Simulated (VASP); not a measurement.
Runs of VASP 6.6.1 on Cu3O2. Symmetry: I4/mmm, No. 139, tetragonal system. The conventional cell has a = 4.046 Å, b = 4.046 Å, c = 7.347 Å, α = 90.00°, β = 90.00°, γ = 90.00°. Cu (site symmetry -4m2) has 2 O at 1.84 Å within 2.4 Å. Cu (site symmetry 4/mmm) has 4 O at 2.02 Å and 8 Cu at 2.73 Å within 2.8 Å. Within 2.4 Å of O (site symmetry mmm) lie 4 Cu at 1.84 to 2.02 Å. 

```tsv
level	gap on the mesh (eV)	pressure (GPa)
revPBE	none	5.0
r2SCAN	none	-3.6
RPBE	none	6.2
BLYP	none	(a)
```

Alike in all rows: task single point; potentials or basis VASP PAW PBE potentials, release 64 (Cu, O); no spin polarisation; cell as given; k mesh 7 × 7 × 7; cutoff (eV) 520; smearing fermi-dirac 0.1 eV.

Task: Estimate the missing entries.

Result: (a) 7.6.

Caveats: the PAW data sets were made with another functional, which shifts forces and pressure a little; an odd number of electrons without spin polarisation forces a metal; a magnetic or distorted state may lie lower; the cell stands under pressure (at least some runs); the cell stands under tension (at least some runs).

A gap of «none» marks levels without a gap at the run's occupations.
